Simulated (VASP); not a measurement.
Wanted: the native input for a VASP 6.6.1 run.

```
Task                   : single point
Functional             : PBE
Potentials or basis    : VASP PAW PBE potentials, release 64 (In_d, Ru_pv)
Cutoff                 : 520 eV
k mesh                 : 3 × 3 × 4
Occupations            : gaussian, width 0.2 eV
Spin                   : no spin polarisation
Dipole correction      : no
Further INCAR settings : ALGO = Normal; EDIFF = 1e-07; NBANDS = 41
```

The structure of In4Ru lies in POSCAR:

```
In4Ru
1.0
    7.3990128382      0.0000000000      0.0000000000
    0.0000000000      7.3990128382      0.0000000000
    0.0000000000      0.0000000000      3.1414800768
In Ru
4 1
Direct
    0.1940345422      0.5000000000      0.5000000000
    0.8059654578      0.5000000000      0.5000000000
    0.5000000000      0.1940345422      0.5000000000
    0.5000000000      0.8059654578      0.5000000000
    0.5000000000      0.5000000000      0.0000000000
```

One way to write it, as run:

INCAR

```
ALGO = Normal
EDIFF = 1E-7
ENCUT = 520
GGA = PE
ISIF = 2
ISMEAR = 0
LASPH = True
LCHARG = True
LELF = True
LREAL = False
LVHAR = True
LWAVE = False
NBANDS = 41
NELM = 60
PREC = Accurate
SIGMA = 0.2
```

KPOINTS

```
k-points
0
Gamma
  3 3 4
```

Potentials or basis: VASP PAW PBE potentials, release 64 (In_d, Ru_pv).

The run is started by

```bash
$ cat potpaw_PBE.64/In_d/POTCAR potpaw_PBE.64/Ru_pv/POTCAR > POTCAR
$ mpirun -np 1 vasp_std > vasp.out
```

It gave:

| Item | Value |
| --- | --- |
| Pressure | 0.0 GPa |
| Largest force | 0.004 eV/Å |
| Band gap on the k mesh | zero (band 33 reaches 4.47 eV, above the bottom of band 34 at 4.36 eV) |

Caveat: the k points lie up to 0.50 Å⁻¹ apart; spin-orbit coupling is left out, which moves the levels of the heavy elements.

It took 2.4 min on 1 thread of AMD EPYC 7R43 64-Core Processor (Zen 3) (shared host), peak memory 0.23 GiB.
